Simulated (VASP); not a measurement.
# P (Cmce) in VASP: a series of runs

The runs below take P through single point, relaxation of cell and atoms, with LDA.

Program: VASP 6.6.1. These are calculated values, not measurements. Logs are shortened: lines on timing, memory, paths and dates and some standing lists are left out, and cuts for length are marked.

**1. The cell of the first run**

It takes space group Cmce (No. 64, orthorhombic). Conventional cell: a = 3.325 Å, b = 10.178 Å, c = 4.081 Å, α = 90.00°, β = 90.00°, γ = 90.00°. Within 2.9 Å of P (site symmetry m) lie 3 P at 2.22 to 2.24 Å.

**2. Single point, LDA**

File INCAR:

```
SYSTEM = P
ALGO = Normal ; EDIFF = 1E-6
ENCUT = 500 ; GGA = CA
GGA_COMPAT = .False. ; ISIF = 2
ISMEAR = -1 ; LASPH = .True.
LCHARG = .False. ; LREAL = .False.
LWAVE = .False. ; NBANDS = 18
NELM = 120 ; PREC = Accurate
SIGMA = 0.05
```

File KPOINTS:

```
k-points
0
Gamma
  7 7 5
  0 0 0
```

File POSCAR:

```
P
1.0
    1.6625131401     -5.0889582300      0.0000000000
    1.6625131401      5.0889582300      0.0000000000
    0.0000000000      0.0000000000      4.0806445155
P
4
Direct
    0.8934491356      0.1065508644      0.0693990498
    0.6065508644      0.3934491356      0.5693990498
    0.1065508644      0.8934491356      0.9306009502
    0.3934491356      0.6065508644      0.4306009502
```

Potentials or basis: VASP PAW LDA potentials, release 64 (P).

The run is started by

```sh
> cat potpaw_LDA.64/P/POTCAR > POTCAR
> mpirun -np 1 vasp_std > vasp.out
```

OUTCAR:

```text
SYSTEM = P
   EDIFF = 1E-6
   ENCUT = 500
   GGA = CA
   ISIF = 2
   ISMEAR = -1
   LASPH = .True.
   LREAL = .False.
   NELM = 120
   PREC = Accurate

 ion  position               nearest neighbor table
   1  0.893  0.107  0.069-   4 2.22   4 2.22   3 2.24
   2  0.607  0.393  0.569-   3 2.22   3 2.22   4 2.24
   3  0.107  0.893  0.931-   2 2.22   2 2.22   1 2.24
   4  0.393  0.607  0.431-   1 2.22   1 2.22   2 2.24

  LATTYP: Found a base centered orthorhombic cell.
 ALAT       =     3.3250262802
 B/A-ratio  =     3.0610033131
 C/A-ratio  =     1.2272518084

  Lattice vectors:

 A1 = (   1.6625131401,  -5.0889582300,   0.0000000000)
 A2 = (   1.6625131401,   5.0889582300,   0.0000000000)
 A3 = (   0.0000000000,   0.0000000000,   4.0806445155)

Analysis of symmetry for initial positions (statically):
=====================================================================
 Subroutine PRICEL returns:
 Original cell was already a primitive cell.

 Routine SETGRP: Setting up the symmetry group for a
 base centered orthorhombic supercell.

 Subroutine GETGRP returns: Found  8 space group operations
 (whereof  4 operations were pure point group operations)
 out of a pool of  8 trial point group operations.

The static configuration has the point symmetry C_2h.
 The point group associated with its full space group is D_2h.

Analysis of symmetry for dynamics (positions and initial velocities):
=====================================================================
 Subroutine PRICEL returns:
 Original cell was already a primitive cell.

 Routine SETGRP: Setting up the symmetry group for a
 base centered orthorhombic supercell.

 Subroutine GETGRP returns: Found  8 space group operations
 (whereof  4 operations were pure point group operations)
 out of a pool of  8 trial point group operations.

The dynamic configuration has the point symmetry C_2h.
 The point group associated with its full space group is D_2h.

 Subroutine INISYM returns: Found  8 space group operations
 (whereof  4 operations are pure point group operations),
 and found     1 'primitive' translations

----------------------------------------------------------------------------------------

                                     Primitive cell

  volume of cell :      69.0483
[... 89 lines left out ...]
   LSORBIT =      F    spin-orbit coupling
   LASPH  =      T    aspherical Exc in radial PAW
   ENCUT  =  500.0 eV  36.75 Ry    6.06 a.u.   9.76  9.76  7.44*2*pi/ulx,y,z
   NELM   =    120;   NELMIN=  2; NELMDL= -5     # of ELM steps
   EDIFF  = 0.1E-05   stopping-criterion for ELM
   LREAL  =      F    real-space projection
   EDIFFG = 0.1E-04   stopping-criterion for IOM
   NSW    =      0    number of steps for IOM
   IBRION =     -1    ionic relax: 0-MD 1-quasi-New 2-CG
   NFREE  =      0    steps in history (QN), initial steepest desc. (CG)
   ISIF   =      2    stress and relaxation
   ISYM   =      2    0-nonsym 1-usesym 2-fastsym
   POTIM  = 0.5000    time-step for ionic-motion
   TEBEG  =    0.0;   TEEND  =   0.0 temperature during run
   PSTRESS=    0.0 pullay stress
   NELECT =      20.0000    total number of electrons
   NUPDOWN=      -1.0000    fix difference up-down
   EMIN   =  10.00;   EMAX   =-10.00  energy-range for DOS
   EFERMI =   0.00;   METHOD = LEGACY
   ISMEAR =    -1;   SIGMA  =   0.05  broadening in eV -4-tet -1-fermi 0-gaus
   EFERMI_NEDOS =   21; number of points for ismear=-14 and -15
   IALGO  =     38    algorithm
   IMIX   =      4    mixing-type and parameters
     AMIX     =   0.40;   BMIX     =  1.00
     AMIX_MAG =   1.60;   BMIX_MAG =  1.00
  volume/ion in A,a.u.               =      17.26       116.49
  Fermi-wavevector in a.u.,A,eV,Ry     =   1.083180  2.046913 15.963425  1.173279
  Thomas-Fermi vector in A             =   2.219240
   LORBIT       =      0    0 simple, 1 ext, 2 COOP (PROOUT), +10 PAW based schemes
   GGA     = CA    functional components
   LHFCALC =     F    Hartree Fock is set to
   AEXX    =    0.0000 exact exchange contribution
   IVDW    =     0    specifies the selected vdW correction
   LEPSILON=     F    determine dielectric tensor
   LRPA    =     F    only Hartree local field effects (RPA)
 non-spin polarized calculation
  energy-cutoff  :      500.00
  volume of cell :       69.05
 maximum number of plane-waves:      1765
   NGX = 19   NGY = 19   NGZ = 15

 number of electron      19.9999999 magnetization

 Free energy of the ion-electron system (eV)
  ---------------------------------------------------
  ext. energy  EPLUGINS =         0.00000000
  ---------------------------------------------------
  free energy    TOTEN  =       -24.11150469 eV

  energy without entropy =      -24.10850386  energy(sigma->0) =      -24.11000427

 E-fermi :   7.5502     XC(G=0): -10.5442

 val. band max:        7.5290316977   @ k =   0.4286   0.4286   0.0000
 cond. band min:       7.6830460640   @ k =   0.4286   0.1429   0.0000
 fundamental gap:      0.1540143663
 Fermi energy:         7.5502366167

 k-point     1 :       0.0000    0.0000    0.0000
  band No.  band energies     occupation
      1      -8.5262      2.00000
      2      -5.0623      2.00000
      3      -1.4012      2.00000
      4       0.1295      2.00000
      5       2.3586      2.00000
      6       3.3747      2.00000
[... 481 lines left out ...]
      5       0.9052      2.00000
      6       2.0051      2.00000
[... 10 lines left out ...]
     17      13.5361      0.00000
     18      14.5565      0.00000

 [... further k-points ...]

------------------------ aborting loop because EDIFF is reached ----------------------------------------

  FORCE on cell =-STRESS in cart. coord.  units (eV):
  Direction    XX          YY          ZZ          XY          YZ          ZX
  --------------------------------------------------------------------------------------
  -------------------------------------------------------------------------------------
  Total       -0.1187819     -0.1331263     -0.1111592      0.0000000      0.0000000      0.0000000
  in kB       -2.7561833     -3.0890271     -2.5793086      0.0000000      0.0000000      0.0000000
  external PRESSURE =      -2.8081730 kB  Pullay stress =       0.0000000 kB

 VOLUME and BASIS-vectors are now :
 -----------------------------------------------------------------------------
  energy-cutoff  :      500.00
  volume of cell :       69.05
      direct lattice vectors                 reciprocal lattice vectors
     1.662513140 -5.088958230  0.000000000     0.300749503 -0.098251936  0.000000000
     1.662513140  5.088958230  0.000000000     0.300749503  0.098251936  0.000000000
     0.000000000  0.000000000  4.080644516     0.000000000  0.000000000  0.245059327

 POSITION                                       TOTAL-FORCE (eV/Angst)
 -----------------------------------------------------------------------------------
      1.66251     -4.00449      0.28319         0.000000     -0.030288      0.035875
      1.66251     -1.08447      2.32352         0.000000      0.030288      0.035875
      1.66251      4.00449      3.79745         0.000000      0.030288     -0.035875
      1.66251      1.08447      1.75713         0.000000     -0.030288     -0.035875
 -----------------------------------------------------------------------------------
    total drift:                                0.000000     -0.000000     -0.000000

  FREE ENERGIE OF THE ION-ELECTRON SYSTEM (eV)
  ---------------------------------------------------
  free  energy   TOTEN  =       -24.1115046860 eV

  energy  without entropy=      -24.1085038639  energy(sigma->0) =      -24.11000427
```

OSZICAR:

```text
N       E                     dE             d eps       ncg     rms          rms(c)
DAV:   1     0.480713978549E+02    0.48071E+02   -0.82858E+03  1728   0.929E+02
DAV:   2    -0.211624193109E+02   -0.69234E+02   -0.67001E+02  2260   0.147E+02
DAV:   3    -0.243066850003E+02   -0.31443E+01   -0.31136E+01  2314   0.309E+01
DAV:   4    -0.243374254243E+02   -0.30740E-01   -0.30704E-01  2252   0.368E+00
DAV:   5    -0.243378564769E+02   -0.43105E-03   -0.43099E-03  2220   0.420E-01    0.107E+01
DAV:   6    -0.241798883290E+02    0.15797E+00   -0.74802E-02  2104   0.145E+00    0.624E+00
DAV:   7    -0.241123666203E+02    0.67522E-01   -0.12282E-01  2066   0.182E+00    0.332E-01
DAV:   8    -0.241115330923E+02    0.83353E-03   -0.12416E-02  1970   0.660E-01    0.176E-01
DAV:   9    -0.241115192560E+02    0.13836E-04   -0.67402E-04  2244   0.147E-01    0.836E-02
DAV:  10    -0.241115046829E+02    0.14573E-04   -0.87486E-05  2132   0.474E-02    0.359E-02
DAV:  11    -0.241115046860E+02   -0.31184E-08   -0.92231E-06  2016   0.186E-02
   1 F= -.24111505E+02 E0= -.24110004E+02  d E =-.300082E-02
```

Run time: 86 s. Hardware: 1 thread of Intel Xeon 8259CL, shared host; peak memory 0.18 GiB.

What came out:

* Free energy: -24.1115 eV
* Pressure: -0.3 GPa
* Largest force: 0.047 eV/Å
* Band gap on the k mesh: 0.02 eV (least direct gap 0.30 eV)

Forces in eV/Å, atoms in the order of the input:
```
P    0.000 -0.030  0.036
P    0.000  0.030  0.036
P    0.000  0.030 -0.036
P    0.000 -0.030 -0.036
```

Caveat: the smearing spreads over this small gap. A k mesh can miss the band edges.

(Continued in part 2 of 2.)

The gap in the log of VASP goes by the Fermi energy; the results here count the filled bands.